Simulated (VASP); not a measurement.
Write the native input for VASP 6.6.1 that does the following.

```yaml
Task: single point
Functional: PBE
Potentials_or_basis: VASP PAW PBE potentials, release 64 (Cu)
Cutoff: 520 eV
k_mesh: 35 × 35 × 35
Occupations: fermi-dirac, width 0.0612256 eV
Spin: no spin polarisation
Dipole_correction: no
Further_INCAR_settings: ALGO = Normal; EDIFF = 1e-06; NBANDS = 18
```

The structure of Cu lies in POSCAR:

```
Cu
1.0
    0.0000000000      2.7119631931      2.7119631931
    2.7119631931      0.0000000000      2.7119631931
    2.7119631931      2.7119631931      0.0000000000
Cu
2
Direct
    0.0000000000      0.0000000000      0.0000000000
    0.2500000000      0.2500000000      0.2500000000
```

This isn't the form of Cu at room conditions, which is fcc.

These files were run (other wordings do the same):

INCAR

```
ALGO     = Normal         # electronic algorithm
EDIFF    = 1E-6           # SCF threshold, eV
ENCUT    = 520            # plane-wave cutoff, eV
GGA      = PE             # functional
ISIF     = 2              # what is computed and relaxed
ISMEAR   = -1             # smearing method
LASPH    = T              # aspherical terms in the spheres
LCHARG   = F              # write CHGCAR
LREAL    = F              # projectors in reciprocal space
LWAVE    = F              # write WAVECAR
NBANDS   = 18             # bands
NELM     = 100            # most SCF steps
PREC     = Accurate       # precision mode
SIGMA    = 0.06122561905347299 # smearing width, eV
```

KPOINTS

```
k-points
0
Gamma
  35 35 35
```

Potentials or basis: VASP PAW PBE potentials, release 64 (Cu).

Run with:

```sh
$ cat potpaw_PBE.64/Cu/POTCAR > POTCAR
$ mpirun -np 1 vasp_std > vasp.out
```

Results of the run:

* Pressure: -2.0 GPa
* Band gap on the k mesh: zero (bands 11 and 12 overlap by 0.86 eV)

It took 7.4 min on 1 thread of Intel(R) Xeon(R) Platinum 8559C (Emerald Rapids) (shared host), peak memory 0.71 GiB.
